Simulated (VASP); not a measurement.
The system is TaH5.

```
CELL_PARAMETERS angstrom
2.52523 1.45794 3.02577
-2.52523 1.45794 3.02577
0.00000 -2.91589 3.02577
ATOMIC_POSITIONS crystal
Ta 0.70499 0.70499 0.70499
H 0.44382 0.20964 0.44382
H 0.44382 0.44382 0.20964
H 0.20964 0.44382 0.44382
H 0.24141 0.24141 0.24141
H 0.13058 0.13058 0.13058
```

The cell was built from a structure type or drawn by symmetry, and may not be a known phase.

```yaml
Program: VASP 6.6.1
Task: relaxation of cell and atoms
Functional: PBE
Potentials_or_basis: VASP PAW PBE potentials, release 64 (Ta_pv, H)
Cutoff: 600 eV
k_mesh: 6 × 6 × 6
Occupations: gaussian, width 0.1 eV
Spin: no spin polarisation
```

At the start: pressure -13.3 GPa; volume 11.14 Å³/atom.

Where does the relaxation end?

Over 50 steps the energy falls by 1003.0 meV/atom and the volume is 7.49 Å³/atom (-32.7 %); space group R3m (No. 160, to 0.1 Å) before and after.

The path:
```csv
step,energy change (eV),largest force (eV/Å),pressure (GPa),volume (Å³)
1,0.0000,4.0556,-13.27,66.84
3,-2.0639,5.9129,-5.88,57.44
5,-3.2059,3.1543,5.63,49.87
7,-3.3561,0.8700,-1.34,51.49
9,-3.4189,0.6939,-1.48,51.40
11,-3.9808,1.0238,-4.89,50.98
13,-3.5392,11.6811,16.69,42.81
15,-4.8396,5.5771,-1.51,46.46
17,-4.9007,5.6578,0.18,45.61
19,-4.9763,4.9595,0.05,45.60
21,-5.0555,3.8656,0.11,45.56
23,-5.2793,3.3405,-1.66,45.57
25,-5.5445,1.9659,-5.71,45.54
27,-5.6197,1.9507,-5.02,45.33
29,-5.8825,1.2289,1.89,43.40
31,-5.8994,0.9144,0.08,43.74
33,-5.9396,0.6414,0.09,43.60
35,-5.9893,0.2261,1.37,43.49
37,-5.9972,0.1187,1.11,43.78
39,-6.0042,0.2112,-0.35,44.56
41,-6.0077,0.0470,-0.38,44.76
43,-6.0099,0.0795,-0.02,44.71
45,-6.0147,0.0913,0.24,44.72
47,-6.0159,0.1671,-0.16,44.95
49,-6.0171,0.0962,-0.54,45.08
50,-6.0180,0.0386,-0.30,44.96
```

Final structure:
```
Ta H
1.0
     2.76940    1.59891    1.69221
    -2.76940    1.59891    1.69221
     0.00000   -3.19782    1.69221
Ta H
1 5
Direct
  0.66664 0.66664 0.66664
  0.55843 0.12977 0.55843
  0.55843 0.55843 0.12977
  0.12977 0.55843 0.55843
  0.21203 0.21203 0.21203
  0.04894 0.04894 0.04894
```

Caveat: the volume moved by over 15 % at a fixed basis, so the end points are rough.
